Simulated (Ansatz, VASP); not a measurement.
Two plane-wave programs on MnS

```
Mn S
1.0
     0.00000    2.73000    2.80000
     2.80000    0.00000    2.80000
     2.80000    2.73000    0.00000
Mn S
1 1
Direct
  0.00000 0.00000 0.00000
  0.75000 0.75000 0.75000
```

Change from the starting cell: strain -0.0250 x Voigt [0, 1, 0, 0, 0, 0], atoms carried along.

Alike in both runs: task single point; functional PBEsol; k mesh 14 × 14 × 14; occupations gaussian, width 0.15 eV; collinear spin.

|  | VASP | Ansatz |
| --- | --- | --- |
| version | VASP 6.6.1 | Ansatz 0.2.0 |
| potentials or method | VASP PAW PBE potentials, release 64 (Mn_pv, S), cutoff 520 eV | scalar-relativistic, plane waves, PAW |
| valence electrons in the cell | 19 | 21 |

Ansatz gave:

* gap on the k mesh at the Fermi level (eV): none
* pressure (GPa): -1.5
* traceless stress, the component that is largest in VASP (GPa): 0.31
* net moment per atom (μB): 2.40
* size of the moment on the site where the two differ most (μB): 4.05

Problem. Which values does VASP return?

Solution. gap on the k mesh at the Fermi level (eV): none; pressure (GPa): -1.4; traceless stress, the component that is largest in VASP (GPa): 0.30; net moment per atom (μB): 2.40; size of the moment on the site where the two differ most (μB): 4.24.

VASP's potentials were made for PBE, not for PBEsol. Site moments also hang on the region over which each program counts them. A gap of «none» marks a metal or a gap that the smearing closes. The functional is the same, so the differences come from potentials, cutoffs and numerics. VASP's potentials hold 19 valence electrons a cell and Ansatz's 21, so a difference there can come from the potentials and not from the codes.
